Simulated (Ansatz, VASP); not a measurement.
# LiTaBr4 in VASP and in Ansatz

The input INCAR:

```
SYSTEM = LiTaBr4
PREC = Accurate
ENCUT = 520
EDIFF = 1E-6
ISMEAR = 0
SIGMA = 0.1
LREAL = .False.
LASPH = .True.
NELM = 150
ALGO = Normal
ISIF = 2
LWAVE = .False.
LCHARG = .True.
ISPIN = 2
MAGMOM = 0 1 0 0 0 0
LORBIT = 11
LMAXMIX = 4
GGA = PE
LELF = .True.
LVHAR = .True.
NBANDS = 34
```

KPOINTS

```
Automatic mesh
0
Gamma
  4 4 4
  0 0 0
```

POSCAR

```
LiTaBr4
1.0
    4.4761349600     -4.4761349600      0.0000000000
    4.4761349600      4.4761349600      0.0000000000
    0.0000000000      0.0000000000      4.1146370000
Li Ta Br
1 1 4
Direct
    0.5000000000      0.5000000000      0.5000000000
    0.0000000000      0.0000000000      0.0000000000
    0.6950000000      0.3050000000      0.0000000000
    0.3050000000      0.6950000000      0.0000000000
    0.8050000000      0.8050000000      0.5000000000
    0.1950000000      0.1950000000      0.5000000000
```

Input for Ansatz:

```yaml
crystal:
  lattice:
    - [4.47613496, -4.47613496, 0.0]
    - [4.47613496, 4.47613496, 0.0]
    - [0.0, 0.0, 4.114637]
  atoms:
    - { symbol: Li, position: [0.5, 0.5, 0.5] }
    - { symbol: Ta, position: [0.0, 0.0, 0.0], spin: 1.0 }
    - { symbol: Br, position: [0.695, 0.305, 0.0] }
    - { symbol: Br, position: [0.305, 0.695, 0.0] }
    - { symbol: Br, position: [0.805, 0.805, 0.5] }
    - { symbol: Br, position: [0.195, 0.195, 0.5] }
basis:
  ecutwfc: 420
kpoints:
  mp_grid: { grid: [4, 4, 4] }
hamiltonian:
  xc: pbe
scf:
  occupations: { method: gaussian, width: 0.1 }
  lower_state_search: "off"
output:
  forces: true
  stress: true
  eigenvalues: true
  populations: true
magnetization:
  spin_polarized: true
```

Alike in both runs: task single point; functional PBE; k mesh 4 × 4 × 4; occupations gaussian, width 0.1 eV; collinear spin.

```csv
,VASP,Ansatz
version,VASP 6.6.1,Ansatz 0.2.0
potentials or method,"VASP PAW PBE potentials, release 64 (Li_sv, Ta_pv, Br), cutoff 520 eV","scalar-relativistic, plane waves, PAW"
valence electrons in the cell,42,44
```

```csv
,VASP,Ansatz,Ansatz less VASP
gap on the k mesh at the Fermi level (eV),none,none,-
rms of the force components (eV/Å),0.353,0.355,+0.0021
net moment per atom (μB),0.33,0.33,0.000
size of the moment on the site where the two differ most (μB),1.45,1.29,-0.166
```

Site moments also hang on the region over which each program counts them. Atom by atom the forces differ by 0.002 eV/Å (rms over components). A gap of «none» marks a metal or a gap that the smearing closes. VASP's potentials hold 42 valence electrons a cell and Ansatz's 44, so a difference there can come from the potentials and not from the codes.

The k mesh is coarse, so the values compare programs but aren't converged. Neither program's run includes spin-orbit coupling. Noted on VASP's run: the cutoff is under 1.25 times that of the potentials, so the pressure is a little rough.
